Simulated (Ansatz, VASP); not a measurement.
# Two plane-wave programs on Ni

```
Ni
1.0
     0.00000    1.71491    1.82099
     1.71491    0.00000    1.82099
     1.71491    1.71491    0.00000
Ni
1
Direct
  0.00000 0.00000 0.00000
```

Change from the starting cell: strain -0.030 along x and y, +0.030 along z, atoms carried along.

Alike in both runs: task single point; functional PBE; k mesh 22 × 22 × 22; occupations gaussian, width 0.15 eV; collinear spin.

```csv
,VASP,Ansatz
version,VASP 6.6.1,Ansatz 0.2.0
potentials or method,"VASP PAW PBE potentials, release 64 (Ni), cutoff 520 eV","scalar-relativistic, plane waves, PAW"
valence electrons in the cell,10,18
```

```tsv
	VASP	Ansatz	Ansatz less VASP
gap on the k mesh at the Fermi level (eV)	none	none	-
pressure (GPa)	3.7	3.9	+0.16
traceless stress, the component that is largest in VASP (GPa)	-5.61	-5.83	-0.224
net moment per atom (μB)	0.62	0.63	+0.012
size of the moment on the site where the two differ most (μB)	0.63	0.67	+0.041
```

Site moments also hang on the region over which each program counts them. A gap of «none» marks a metal or a gap that the smearing closes. The functional is the same, so the differences come from potentials, cutoffs and numerics. VASP's potentials hold 10 valence electrons a cell and Ansatz's 18, so a difference there can come from the potentials and not from the codes.
